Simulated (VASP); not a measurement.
Wanted: the native input for a VASP 6.6.1 run.

| Quantity | Value |
| --- | --- |
| Task | single point |
| Functional | PBE |
| Dispersion | D3(BJ) |
| Potentials or basis | VASP PAW PBE potentials, release 64 (Na_pv) |
| Cutoff | 500 eV |
| k mesh | 6 × 6 × 2 |
| Occupations | gaussian, width 0.1 eV |
| Spin | no spin polarisation |
| Dipole correction | no |
| Further INCAR settings | ALGO = Normal; EDIFF = 1e-06; NBANDS = 18 |

The structure of Na lies in POSCAR:

```
Na
1.0
    3.1966520447     -1.8565520294      0.0000000000
    3.1966520447      1.8565520294      0.0000000000
   -2.1744518352      0.0000000000      9.3648511597
Na
3
Direct
    0.0000000000      0.0000000000      0.0000000000
    0.2224150000      0.2224150000      0.6666760000
    0.7775850000      0.7775850000      0.3333240000
```

The input as run:

INCAR

```
PREC = Accurate
ENCUT = 500
EDIFF = 1E-6
ISMEAR = 0
SIGMA = 0.1
LREAL = F
LASPH = T
NELM = 120
ALGO = Normal
ISIF = 2
LWAVE = F
LCHARG = T
GGA = PE
IVDW = 12
LELF = T
LVHAR = T
NBANDS = 18
GGA_COMPAT = F
```

KPOINTS

```
Automatic mesh
0
Gamma
  6 6 2
```

Potentials or basis: VASP PAW PBE potentials, release 64 (Na_pv).

Command:

```bash
$ cat potpaw_PBE.64/Na_pv/POTCAR > POTCAR
$ mpirun -np 1 vasp_std > vasp.out
```

Results of the run:

```
Pressure                   : -0.7 GPa
Dispersion energy per atom : -0.154 eV
```

Caveat: pairwise dispersion overbinds metals, which lowers pressure and volume.

It took 55 s on 1 thread of Intel Xeon 8259CL, with other jobs on the host, peak memory 0.23 GiB.
